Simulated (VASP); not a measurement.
Crystal: Tl.

```
CELL_PARAMETERS angstrom
3.35353 0.00000 0.00000
-1.67676 2.90424 0.00000
0.00000 0.00000 3.13345
ATOMIC_POSITIONS crystal
Tl 0.00000 0.00000 0.00000
```

| Property | Result |
| --- | --- |
| Program | VASP 6.6.1 |
| Task | relaxation of cell and atoms |
| Functional | PBEsol |
| Potentials or basis | VASP PAW PBE potentials, release 64 (Tl_d) |
| Cutoff | 600 eV |
| k mesh | 21 × 21 × 18 |
| Occupations | gaussian, width 0.1 eV |
| Spin | no spin polarisation |

At the start: pressure -0.7 GPa; volume 30.52 Å³/atom.

How do energy, volume and symmetry change on relaxing?

Over 6 steps the energy falls by 3.2 meV/atom and the volume is 29.78 Å³/atom (-2.4 %); space group P6/mmm (No. 191, to 0.05 Å).

The path:
```csv
step,energy change (eV),largest force (eV/Å),pressure (GPa),volume (Å³)
1,0.0000,0.0000,-0.73,30.52
2,-0.0029,0.0000,-0.12,29.91
3,-0.0031,0.0000,0.15,29.69
4,-0.0031,0.0000,0.08,29.73
5,-0.0031,0.0000,0.09,29.71
6,-0.0032,0.0000,0.01,29.78
```

Final structure:
```
Tl
1.0
     3.30655    0.00000    0.00000
    -1.65328    2.86356    0.00000
     0.00000    0.00000    3.14486
Tl
1
Direct
  0.00000 0.00000 0.00000
```

Caveat: the PAW data sets were made with another functional, which shifts forces and pressure a little.
